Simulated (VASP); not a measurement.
Runs of VASP 6.6.1 on MgO. The structure is that of space group Fm-3m (No. 225), or close to it. The cells are those of the table. 

```tsv
cell	gap on the mesh (eV)	pressure (GPa)
a = 2.943, b = 2.943, c = 2.973 Å, angles 59.7, 59.7, 60.7°, 2 atoms	(a)	(c)
a = 3.018, b = 3.018, c = 2.973 Å, angles 60.5, 60.5, 59.0°, 2 atoms	5.36	-3.8
a = 3.003, b = 3.003, c = 2.973 Å, angles 60.3, 60.3, 59.3°, 2 atoms	(b)	-2.5
a = 2.929, b = 2.929, c = 2.973 Å, angles 59.5, 59.5, 61.0°, 2 atoms	5.99	6.2
```

Alike in all rows: no spin polarisation; smearing gaussian 0.01 eV.

Problem. Estimate the missing entries.

Solution. (a) 5.89; (b) 5.47; (c) 4.2.

Caveats: the PAW data sets were made with another functional, which shifts forces and pressure a little; the stress differs along the axes, from 2 to 8 GPa (at least some runs); the stress differs along the axes, from -7 to -2 GPa (at least some runs); the stress differs along the axes, from 3 to 12 GPa (at least some runs).

